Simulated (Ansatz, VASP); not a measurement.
# Two plane-wave programs on Au

```
Au
1.0
     0.00000    2.03882    2.03882
     2.03882    0.00000    2.03882
     2.03882    2.03882    0.00000
Au
1
Direct
  0.00000 0.00000 0.00000
```

Alike in both runs: task relaxation of cell and atoms; functional LDA; k mesh 18 × 18 × 18; occupations fermi-dirac, width 0.05 eV; no spin polarisation.

```csv
,VASP,Ansatz
version,VASP 6.6.1,Ansatz 0.2.0
potentials or method,"VASP PAW LDA potentials, release 64 (Au)","PAW with Ansatz's default frozen-core files, scalar-relativistic"
plane-wave cutoff (eV),500,420
valence electrons in the cell,11,19
```

```tsv
	VASP	Ansatz	Ansatz less VASP
relaxed volume (Å³/atom)	16.63	16.59	-0.046
relaxed cell length with the largest relative difference (Å)	2.865	2.863	-0.0026
```

LDA's correlation is that of Perdew and Zunger in VASP and of Perdew and Wang (1992) in Ansatz. VASP's potentials hold 11 valence electrons a cell and Ansatz's 19, so a difference there can come from the potentials and not from the codes.

Neither program's run includes spin-orbit coupling.
